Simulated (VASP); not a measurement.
**Ga26As27C (a cell with a defect): single point with LDA**

The system is Ga26As27C (a cell with a defect).

```
CELL_PARAMETERS angstrom
-8.40507 -8.40507 0.00000
0.00000 -8.40507 8.40507
-8.40507 0.00000 8.40507
ATOMIC_POSITIONS crystal
C 0.66702 0.99970 0.99994
Ga 0.33642 0.00153 0.00178
Ga 0.99397 0.00150 0.00177
Ga 0.66885 0.32662 0.00177
Ga 0.33639 0.32665 0.00176
Ga 0.00011 0.33277 0.00065
Ga 0.66888 0.66908 0.00180
Ga 0.33396 0.66661 0.99918
Ga 0.99398 0.66908 0.00176
Ga 0.66888 0.00151 0.32690
Ga 0.33645 0.00152 0.32685
Ga 0.00012 0.00036 0.33305
Ga 0.66771 0.33278 0.33305
Ga 0.33296 0.33373 0.33399
Ga 0.00011 0.33278 0.33304
Ga 0.66887 0.66907 0.32690
Ga 0.33299 0.66563 0.33398
Ga 0.00105 0.66561 0.33401
Ga 0.66888 0.00153 0.66937
Ga 0.33398 0.99891 0.66687
Ga 0.99402 0.00151 0.66930
Ga 0.66885 0.32664 0.66934
Ga 0.33297 0.33376 0.66588
Ga 0.00108 0.33372 0.66588
Ga 0.66625 0.66662 0.66691
Ga 0.33397 0.66663 0.66685
Ga 0.00108 0.66563 0.66590
As 0.91702 0.24966 0.24995
As 0.58283 0.25043 0.25070
As 0.24971 0.25044 0.25069
As 0.91780 0.58236 0.25069
As 0.58285 0.58236 0.25072
As 0.25059 0.58323 0.24927
As 0.91781 0.91546 0.25070
As 0.59451 0.92713 0.21760
As 0.24972 0.91548 0.25071
As 0.91779 0.25043 0.58263
As 0.58283 0.25045 0.58263
As 0.25061 0.24900 0.58350
As 0.91637 0.58323 0.58352
As 0.58401 0.58274 0.58300
As 0.25061 0.58327 0.58349
As 0.91781 0.91547 0.58263
As 0.58402 0.91664 0.58301
As 0.25012 0.91665 0.58296
As 0.91779 0.25043 0.91573
As 0.59445 0.21735 0.92738
As 0.24970 0.25046 0.91573
As 0.91781 0.58236 0.91575
As 0.58400 0.58274 0.91693
As 0.25009 0.58275 0.91688
As 0.88468 0.92714 0.92737
As 0.59449 0.92716 0.92743
As 0.25009 0.91664 0.91690
```

- Program: VASP 6.6.1
- Task: single point
- Functional: LDA
- Potentials or basis: VASP PAW LDA potentials, release 64 (C, Ga_d, As)
- Cutoff: 520 eV
- k mesh: 2 × 2 × 2
- Occupations: gaussian, width 0.02 eV
- Spin: no spin polarisation
- Dipole correction: no
- Charge: 1
- Further INCAR settings: LREAL = Auto; ALGO = Normal; EDIFF = 1e-06; NBANDS = 272; NELECT = 476.0

```
Largest force : 0.031 eV/Å
```

Forces in eV/Å, atoms in the order of the input:
```
C    0.002  0.000  0.004
Ga  -0.008 -0.007 -0.010
Ga   0.006  0.006 -0.010
Ga   0.007  0.007 -0.007
Ga  -0.008 -0.009 -0.007
Ga   0.001 -0.002 -0.001
Ga   0.008 -0.008  0.007
Ga  -0.002 -0.001  0.000
Ga   0.006 -0.010  0.007
Ga   0.006  0.008 -0.008
Ga  -0.011 -0.007 -0.007
Ga  -0.003  0.001 -0.001
Ga   0.000  0.000  0.000
Ga  -0.002  0.000 -0.005
Ga  -0.002 -0.002  0.001
Ga   0.006 -0.008  0.008
Ga  -0.002 -0.002 -0.001
Ga  -0.001 -0.002 -0.002
Ga  -0.007  0.009  0.005
Ga  -0.003  0.001 -0.002
Ga  -0.010  0.006  0.007
Ga  -0.008  0.006  0.007
Ga  -0.004  0.000 -0.001
Ga  -0.003  0.001 -0.001
Ga  -0.002 -0.002 -0.002
Ga  -0.001  0.000 -0.001
Ga  -0.002 -0.002  0.000
As   0.006  0.000  0.007
As   0.003  0.001 -0.005
As   0.001  0.000 -0.005
As   0.003 -0.002  0.000
As   0.002 -0.005  0.000
As  -0.003  0.006  0.008
As   0.002  0.002 -0.004
As  -0.013  0.014  0.017
As   0.001 -0.007  0.000
As   0.000  0.007  0.001
As  -0.005  0.001  0.003
As   0.005 -0.002  0.004
As  -0.001 -0.008 -0.003
As   0.003  0.002  0.002
As   0.007  0.006 -0.003
As  -0.001  0.002  0.001
As   0.004  0.005  0.004
As  -0.001  0.002  0.006
As   0.001  0.007 -0.001
As   0.009 -0.010  0.014
As  -0.005 -0.001  0.001
As   0.000 -0.001  0.000
As   0.003  0.001  0.001
As   0.005 -0.005  0.005
As  -0.016 -0.015 -0.013
As   0.018  0.018 -0.017
As   0.006  0.001 -0.001
```

Levels at points of the mesh, in eV from the Fermi level:
| k point | band 234 | band 235 | band 236 | band 237 | band 238 | band 239 | band 240 | band 241 | band 242 | band 243 |
| --- | --- | --- | --- | --- | --- | --- | --- | --- | --- | --- |
| (0.00, 0.00, 0.00) | -0.85 | -0.85 | -0.35 | -0.01 | -0.01 | -0.01 | 0.76 | 0.84 | 0.84 | 0.84 |
| (0.50, 0.00, 0.00) | -1.11 | -0.44 | -0.44 | -0.35 | -0.35 | 0.33 | 1.18 | 1.38 | 1.38 | 1.60 |
| (0.00, 0.50, 0.00) | -1.11 | -0.44 | -0.44 | -0.35 | -0.35 | 0.33 | 1.18 | 1.38 | 1.38 | 1.60 |
| (0.00, 0.00, 0.50) | -1.11 | -0.44 | -0.44 | -0.35 | -0.35 | 0.33 | 1.18 | 1.38 | 1.38 | 1.60 |
| (0.50, 0.50, 0.50) | -1.11 | -0.44 | -0.44 | -0.35 | -0.35 | 0.33 | 1.18 | 1.38 | 1.38 | 1.60 |
| (0.50, 0.50, 0.00) | -0.98 | -0.60 | -0.60 | -0.58 | -0.42 | 0.95 | 1.00 | 1.54 | 1.60 | 2.07 |
| (0.00, 0.50, 0.50) | -0.98 | -0.60 | -0.60 | -0.58 | -0.42 | 0.95 | 1.00 | 1.54 | 1.60 | 2.07 |
| (0.50, 0.00, 0.50) | -0.98 | -0.60 | -0.60 | -0.58 | -0.42 | 0.95 | 1.00 | 1.54 | 1.60 | 2.07 |

Run time: 7 min on 1 × NVIDIA H100 80GB with 1 thread of AMD EPYC 7R13 Processor (Zen 3), on a shared host, peak memory 2.9 GiB.

Caveat: the cell carries a net charge on a neutralising background, which shifts energy and pressure; the cell is charged against a uniform background, so pressure and absolute levels hang on convention.
